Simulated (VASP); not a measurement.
A run of VASP 6.6.1:

Contents of INCAR:

```
SYSTEM = Li
PREC = Accurate
ENCUT = 520
EDIFF = 1E-6
ISMEAR = -1
SIGMA = 0.05
LREAL = .FALSE.
LASPH = .TRUE.
NELM = 100
ALGO = Normal
ISIF = 2
LWAVE = .FALSE.
LCHARG = .FALSE.
GGA = PS
NBANDS = 8
```

File KPOINTS:

```
Automatic mesh
0
G
  10 10 10
  0 0 0
```

Contents of POSCAR:

```
Li
1.0
    0.0000000000      2.2020000000      2.2020000000
    2.2020000000      0.0000000000      2.2020000000
    2.2020000000      2.2020000000      0.0000000000
Li
1
Direct
    0.0000000000      0.0000000000      0.0000000000
```

Potentials or basis: VASP PAW PBE potentials, release 64 (Li_sv).

Run with:

```bash
$ cat potpaw_PBE.64/Li_sv/POTCAR > POTCAR
$ mpirun -np 1 vasp_std > vasp.out
```

Hardware: 1 thread of Intel(R) Xeon(R) 6975P-C (Granite Rapids), on a shared host.

How long does it take, and how much memory?

It took 2.4 s on 1 thread of Intel(R) Xeon(R) 6975P-C (Granite Rapids), on a shared host, peak memory 0.13 GiB. Counts: scf iterations 10, k points 47.
